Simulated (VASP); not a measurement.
Wanted: the native input for a VASP 6.6.1 run.

```
Task                   : relaxation of cell and atoms
Functional             : PBEsol
Potentials or basis    : VASP PAW PBE potentials, release 64 (Cd)
Cutoff                 : 500 eV
k mesh                 : 6 × 6 × 6
Occupations            : fermi-dirac, width 0.1 eV
Spin                   : no spin polarisation
Dipole correction      : no
Further INCAR settings : ALGO = Normal; EDIFF = 1e-07; IBRION = 2; EDIFFG = -0.02; NSW = 80; ISIF = 3
```

The structure of Cd lies in POSCAR:

```
Cd
1.0
    4.4200000000      0.0000000000      0.0000000000
    0.0000000000      4.4200000000      0.0000000000
    0.0000000000      0.0000000000      4.4200000000
Cd
4
Direct
    0.0000000000      0.0000000000      0.0000000000
    0.0000000000      0.5000000000      0.5000000000
    0.5000000000      0.0000000000      0.5000000000
    0.5000000000      0.5000000000      0.0000000000
```

The input as run:

INCAR

```
SYSTEM = Cd
ALGO = Normal
EDIFF = 1E-7
EDIFFG = -0.02
ENCUT = 500
GGA = PS
GGA_COMPAT = .FALSE.
IBRION = 2
ISIF = 3
ISMEAR = -1
LASPH = .TRUE.
LCHARG = .FALSE.
LREAL = .FALSE.
LWAVE = .FALSE.
NELM = 120
NELMIN = 4
NSW = 80
PREC = Accurate
SIGMA = 0.1
```

KPOINTS

```
k-points
0
G
  6 6 6
  0 0 0
```

Potentials or basis: VASP PAW PBE potentials, release 64 (Cd).

The run is started by

```console
$ cat potpaw_PBE.64/Cd/POTCAR > POTCAR
$ mpirun -np 1 vasp_std > vasp.out
```

Results of the run:

- Relaxed volume: 21.09 Å³/atom
- Relaxed cell: a = 4.386 Å, b = 4.386 Å, c = 4.386 Å, α = 90.00°, β = 90.00°, γ = 90.00°
- Space group after relaxing (to 0.05 Å): Fm-3m (No. 225)
- Energy gained by relaxing: 1.8 meV/atom
- Ionic steps: 2
- Pressure after relaxing: 0.0 GPa

Caveat: the PAW data sets were made with another functional, which shifts forces and pressure a little.

It took 25 s on 1 thread of Intel(R) Xeon(R) 6975P-C (Granite Rapids), on a shared host, peak memory 0.19 GiB.
